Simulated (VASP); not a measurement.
## TiAl: single point with LDA

The system is TiAl.

```
Ti Al
1.0
     3.01800    0.00000    0.00000
     0.00000    3.01800    0.00000
     0.00000    0.00000    3.01800
Ti Al
1 1
Direct
  0.53511 0.52975 0.55238
  0.97773 0.01919 0.96448
```

```json
{
 "Program": "VASP 6.6.1",
 "Task": "single point",
 "Functional": "LDA",
 "Potentials or basis": "VASP PAW LDA potentials, release 64 (Ti_sv, Al)",
 "Cutoff": "520 eV",
 "k mesh": "7 × 7 × 7",
 "Occupations": "fermi-dirac, width 0.01 eV",
 "Spin": "no spin polarisation"
}
```

```
Pressure      : 21.9 GPa
Largest force : 3.230 eV/Å
```

Forces in eV/Å, atoms in the order of the input:
```
Ti  -1.845 -0.360 -2.627
Al   1.845  0.360  2.627
```

Stress tensor (GPa, compression positive):
```
21.96  0.81  5.78
 0.81 24.74  1.14
 5.78  1.14 19.13
```

Levels at points of the mesh, in eV from the Fermi level:
| k point | band 5 | band 6 | band 7 | band 8 | band 9 | band 10 |
| --- | --- | --- | --- | --- | --- | --- |
| (0.00, 0.00, 0.00) | -9.76 | -1.90 | -1.84 | 1.95 | 2.14 | 2.21 |

Wall time 46 s on 1 thread of AMD EPYC 7R43 64-Core Processor (Zen 3), on a shared host, peak memory 0.14 GiB.

Caveat: forces of over 1 eV/Å act on the atoms, so gaps and moduli don't describe the material at rest.
